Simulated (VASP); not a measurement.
A run of VASP 6.6.1 is set up as follows.

File INCAR:

```
PREC     = Accurate       # precision mode
ENCUT    = 520            # plane-wave cutoff, eV
EDIFF    = 1E-7           # SCF threshold, eV
ISMEAR   = -1             # smearing method
SIGMA    = 0.05           # smearing width, eV
LREAL    = False          # projectors in reciprocal space
LASPH    = True           # aspherical terms in the spheres
NELM     = 150            # most SCF steps
ALGO     = Normal         # electronic algorithm
ISIF     = 2              # what is computed and relaxed
LWAVE    = False          # write WAVECAR
LCHARG   = True           # write CHGCAR
ISPIN    = 2              # spin polarisation
MAGMOM   = 2 -2           # initial moments
LORBIT   = 11             # projections on sites
LMAXMIX  = 4              # l up to which the mixer works
GGA      = PE             # functional
LELF     = True           # ELF
LVHAR    = True         
NBANDS   = 21             # bands
ISYM     = 0
```

The input KPOINTS:

```
Automatic mesh
0
Gamma
  7 12 10
```

The input POSCAR:

```
Ni
1.0
   -1.7935000000     -3.5870000000     -1.7935000000
   -1.7935000000      0.0000000000     -1.7935000000
    1.7935000000      0.0000000000     -1.7935000000
Ni
2
Direct
    0.0000000000      0.0000000000      0.0000000000
    0.5000000000      0.0000000000      0.5000000000
```

Potentials or basis: VASP PAW PBE potentials, release 64 (Ni).

The run is started by

```console
$ cat potpaw_PBE.64/Ni/POTCAR > POTCAR
$ mpirun -np 1 vasp_std > vasp.out
```

Problem. Estimate the net moment.

Solution. 0.00 μB per cell.

Problem. Estimate the site moments.

Solution. Ni +0.14, -0.14 μB.

Stress tensor (GPa, compression positive):
```
-10.80  -0.05   0.02
 -0.05 -10.50  -0.05
  0.02  -0.05 -10.80
```

Caveat: the cell stands under tension.
